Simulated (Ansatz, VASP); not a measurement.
## One calculation of AlGa3P4, two programs

```
CELL_PARAMETERS angstrom
3.90054 0.00000 0.00000
0.00000 3.89849 5.50911
0.00000 -3.89849 5.50911
ATOMIC_POSITIONS crystal
Al 0.00000 0.00029 0.00029
Ga 0.50000 0.00018 0.49984
Ga 0.50000 0.49984 0.00018
Ga 0.00000 0.49981 0.49981
P 0.50000 0.12496 0.12496
P 0.00000 0.12489 0.62508
P 0.00000 0.62508 0.12489
P 0.50000 0.62494 0.62494
```

Alike in both runs: task single point; functional r2SCAN; k mesh 6 × 4 × 4; no spin polarisation.

```csv
,VASP,Ansatz
version,VASP 6.6.1,Ansatz 0.2.0
potentials or method,"VASP PAW PBE potentials, release 64 (Al, Ga_d, P)","plane waves, PAW"
plane-wave cutoff (eV),520,500
occupations,"gaussian, width 0.01 eV",fixed
valence electrons in the cell,62,62
```

```tsv
	VASP	Ansatz	Ansatz less VASP
gap on the k mesh at the Fermi level (eV)	1.89	1.89	-0.001
pressure (GPa)	-2.6	-2.4	+0.13
rms of the force components (eV/Å)	0.012	0.004	-0.0082
```

VASP's potentials were made for PBE, not for r2SCAN. Atom by atom the forces differ by 0.008 eV/Å (rms over components).
